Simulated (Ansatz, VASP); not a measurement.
**Two plane-wave programs on InSe2**

```
CELL_PARAMETERS angstrom
3.89489 0.00000 0.00000
0.00000 3.89489 0.00000
0.00000 0.00000 9.62623
ATOMIC_POSITIONS crystal
In 0.00000 0.50000 0.70647
In 0.50000 0.00000 0.29353
Se 0.00000 0.50000 0.36621
Se 0.50000 0.00000 0.63379
Se 0.00000 0.00000 0.00000
Se 0.50000 0.50000 0.00000
```

Alike in both runs: task single point; functional PBEsol; k mesh 10 × 10 × 4; occupations fermi-dirac, width 0.3 eV; no spin polarisation.

|  | VASP | Ansatz |
| --- | --- | --- |
| version | VASP 6.6.1 | Ansatz 0.2.0 |
| potentials or method | VASP PAW PBE potentials, release 64 (In_d, Se), cutoff 520 eV | scalar-relativistic, plane waves, PAW |
| valence electrons in the cell | 50 | 90 |

Ansatz gave:

```
gap on the k mesh at the Fermi level (eV)                     : none
pressure (GPa)                                                : -2.7
traceless stress, the component that is largest in VASP (GPa) : 0.61
rms of the force components (eV/Å)                            : 0.036
```

Task: What did VASP give for the same quantities?

Result: gap on the k mesh at the Fermi level (eV): none; pressure (GPa): -2.7; traceless stress, the component that is largest in VASP (GPa): 0.57; rms of the force components (eV/Å): 0.036.

VASP's potentials were made for PBE, not for PBEsol. Atom by atom the forces differ by 0.001 eV/Å (rms over components). A gap of «none» marks a metal or a gap that the smearing closes. VASP's potentials hold 50 valence electrons a cell and Ansatz's 90, so a difference there can come from the potentials and not from the codes.
